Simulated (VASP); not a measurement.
CdSe (rocksalt type), 2 atoms in the cell. Symmetry: Fm-3m, No. 225, cubic system. Conventional cell: a = 5.680 Å, b = 5.680 Å, c = 5.680 Å, α = 90.00°, β = 90.00°, γ = 90.00°. Within 3.7 Å of Cd (site symmetry m-3m) lie 6 Se at 2.84 Å. Se (site symmetry m-3m) has 6 Cd at 2.84 Å within 3.7 Å.  This cell differs from its parent crystal: volume scaled by 0.97.

| Item | Value |
| --- | --- |
| Program | VASP 6.6.1 |
| Task | single point |
| Functional | PBE |
| Potentials or basis | VASP PAW PBE potentials, release 64 (Cd, Se) |
| Cutoff | 520 eV |
| k mesh | 12 × 12 × 12 |
| Occupations | fermi-dirac, width 0.03 eV |
| Spin | no spin polarisation |
| Dipole correction | no |
| Further INCAR settings | ALGO = Normal; EDIFF = 1e-06; NBANDS = 16 |

Potentials or basis: VASP PAW PBE potentials, release 64 (Cd, Se).

Command:

```sh
$ cat potpaw_PBE.64/Cd/POTCAR potpaw_PBE.64/Se/POTCAR > POTCAR
$ mpirun -np 1 vasp_std > vasp.out
```

Hardware: 1 thread of Intel(R) Xeon(R) Platinum 8259CL CPU @ 2.50GHz (Skylake/Cascade Lake), on a shared host.

Q: Estimate the wall time of this run.

A: Run time: 53 s on 1 thread of Intel(R) Xeon(R) Platinum 8259CL CPU @ 2.50GHz (Skylake/Cascade Lake), with other jobs on the host, peak memory 0.2 GiB. Counts: scf iterations 13, k points 72.
